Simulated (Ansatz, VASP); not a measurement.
## Ta: VASP beside Ansatz

INCAR

```
SYSTEM = Ta
ALGO = Normal
EDIFF = 1E-8
ENCUT = 520
GGA = PE
ISIF = 2
ISMEAR = -1
LASPH = .TRUE.
LCHARG = .FALSE.
LEFG = .TRUE.
LREAL = .FALSE.
LWAVE = .FALSE.
NBANDS = 12
NELM = 60
PREC = Accurate
SIGMA = 0.08
```

Contents of KPOINTS:

```
k-points
0
G
  17 17 17
  0 0 0
```

Contents of POSCAR:

```
Ta
1.0
   -1.6677928000      1.6512800000      1.6512800000
    1.6512800000     -1.6677928000      1.6512800000
    1.6512800000      1.6512800000     -1.6677928000
Ta
1
Direct
    0.0000000000      0.0000000000      0.0000000000
```

Input for Ansatz:

```yaml
crystal:
  lattice:
    - [-1.6677928, 1.65128, 1.65128]
    - [1.65128, -1.6677928, 1.65128]
    - [1.65128, 1.65128, -1.6677928]
  atoms:
    - { symbol: Ta, position: [0.0, 0.0, 0.0] }
kpoints:
  mp_grid: { grid: [17, 17, 17] }
scf:
  occupations: { method: fermi_dirac, width: 0.08 }
hamiltonian:
  xc: pbe
  pseudopotentials: { kind: paw }
output:
  forces: true
  stress: true
  eigenvalues: true
  efg: { contact_densities: true }
```

Change from the starting cell: equal xy, yz and zx shear strains of -1 %, PAW files.

Alike in both runs: task electric field gradients; functional PBE; k mesh 17 × 17 × 17; occupations fermi-dirac, width 0.08 eV; no spin polarisation.

```csv
,VASP,Ansatz
version,VASP 6.6.1,Ansatz 0.2.0
potentials or method,"VASP PAW PBE potentials, release 64 (Ta_pv)","PAW with Ansatz's default frozen-core files, scalar-relativistic"
plane-wave cutoff (eV),520,420
valence electrons in the cell,11,13
```

VASP gave:

* pressure (GPa): 3.3
* traceless stress, the component that is largest in VASP (GPa): 0.79
* size of Vzz on the site where it differs most (V/Å²): 15.1

Question: What did Ansatz give for the same quantities?

Answer: Pressure (GPa): 3.2; traceless stress, the component that is largest in VASP (GPa): 0.79; size of Vzz on the site where it differs most (V/Å²): 12.5.

VASP's potentials hold 11 valence electrons a cell and Ansatz's 13, so a difference there can come from the potentials and not from the codes.

Neither program's run includes spin-orbit coupling.
